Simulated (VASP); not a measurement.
Write the native input for VASP 6.6.1 that does the following.

* Task: single point
* Functional: PBEsol
* Potentials or basis: VASP PAW PBE potentials, release 64 (Si, Mo_sv)
* Cutoff: 520 eV
* k mesh: 8 × 8 × 8
* Occupations: fermi-dirac, width 0.03 eV
* Spin: no spin polarisation
* Dipole correction: no
* Further INCAR settings: ALGO = Normal; EDIFF = 1e-06; NBANDS = 18

The structure of Si2Mo lies in POSCAR:

```
Si2Mo
1.0
    1.7955396489      1.0366552981      4.0981133701
   -1.7955396489      1.0366552981      4.0981133701
    0.0000000000     -2.0733106008      4.0981133690
Si Mo
2 1
Direct
    0.2154851573      0.2154851573      0.2154851573
    0.7845148427      0.7845148427      0.7845148427
    0.0000000000      0.0000000000      0.0000000000
```

The input as run:

INCAR

```
SYSTEM = Si2Mo
  PREC = Accurate
  ENCUT = 520
  EDIFF = 1E-6
  ISMEAR = -1
  SIGMA = 0.03
  LREAL = .False.
  LASPH = .True.
  NELM = 60
  ALGO = Normal
  ISIF = 2
  LWAVE = .False.
  LCHARG = .False.
  GGA = PS
  NBANDS = 18
```

KPOINTS

```
Automatic mesh
0
Gamma
  8 8 8
  0 0 0
```

Potentials or basis: VASP PAW PBE potentials, release 64 (Si, Mo_sv).

Run with:

```bash
$ cat potpaw_PBE.64/Si/POTCAR potpaw_PBE.64/Mo_sv/POTCAR > POTCAR
$ mpirun -np 1 vasp_std > vasp.out
```

Results of the run:

```
Pressure               : 0.3 GPa
Largest force          : 0.005 eV/Å
Band gap on the k mesh : zero (band 11 reaches 10.88 eV, above the bottom of band 12 at 9.88 eV)
```

Caveat: the PAW data sets were made with another functional, which shifts forces and pressure a little.

It took 110 s on 1 thread of AMD EPYC 7R43 64-Core Processor (Zen 3) (shared host), peak memory 0.18 GiB.
